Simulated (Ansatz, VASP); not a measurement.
## Si2Mo: VASP beside Ansatz

Contents of INCAR:

```
  PREC = Accurate
  ENCUT = 520
  EDIFF = 1E-8
  ISMEAR = -1
  SIGMA = 0.08
  LREAL = False
  LASPH = True
  NELM = 60
  ALGO = Normal
  ISIF = 2
  LWAVE = False
  LCHARG = False
  GGA = PS
  LEFG = True
  NBANDS = 18
```

File KPOINTS:

```
regular mesh
0
Gamma
  16 16 16
```

File POSCAR:

```
Si2Mo
1.0
   -1.6160000000      1.6160000000      3.9305000000
    1.6160000000     -1.6160000000      3.9305000000
    1.6160000000      1.6160000000     -3.9305000000
Si Mo
2 1
Direct
    0.3330000000      0.3330000000      0.0000000000
    0.6670000000      0.6670000000      0.0000000000
    0.0000000000      0.0000000000      0.0000000000
```

Input for Ansatz:

```yaml
crystal:
  lattice:
    - [-1.616, 1.616, 3.9305]
    - [1.616, -1.616, 3.9305]
    - [1.616, 1.616, -3.9305]
  atoms:
    - { symbol: Si, position: [0.333, 0.333, 0.0] }
    - { symbol: Si, position: [0.667, 0.667, 0.0] }
    - { symbol: Mo, position: [0.0, 0.0, 0.0] }
kpoints:
  mp_grid: { grid: [16, 16, 16] }
scf:
  occupations: { method: fermi_dirac, width: 0.08 }
hamiltonian:
  xc: pbesol
  pseudopotentials: { kind: all_electron, datasets: crystal }
output:
  forces: true
  stress: true
  eigenvalues: true
  efg: { contact_densities: true }
```

Change from the starting cell: equal xx and yy strain of +1 %, crystal datasets.

Alike in both runs: task electric field gradients; functional PBEsol; k mesh 16 × 16 × 16; occupations fermi-dirac, width 0.08 eV; no spin polarisation.

|  | VASP | Ansatz |
| --- | --- | --- |
| version | VASP 6.6.1 | Ansatz 0.2.0 |
| potentials or method | VASP PAW PBE potentials, release 64 (Si, Mo_sv), cutoff 520 eV | all-electron PAW with datasets made for the crystal, scalar-relativistic |

|  | VASP | Ansatz | Ansatz less VASP |
| --- | --- | --- | --- |
| pressure (GPa) | -6.2 | -6.5 | -0.29 |
| traceless stress, the component that is largest in VASP (GPa) | 1.32 | 1.30 | -0.016 |
| rms of the force components (eV/Å) | 0.164 | 0.165 | +0.0015 |
| size of Vzz on the site where it differs most (V/Å²) | 67.3 | 68.9 | +1.59 |

VASP's potentials were made for PBE, not for PBEsol. Atom by atom the forces differ by 0.002 eV/Å (rms over components). Ansatz ran all-electron here, and VASP with PAW potentials.
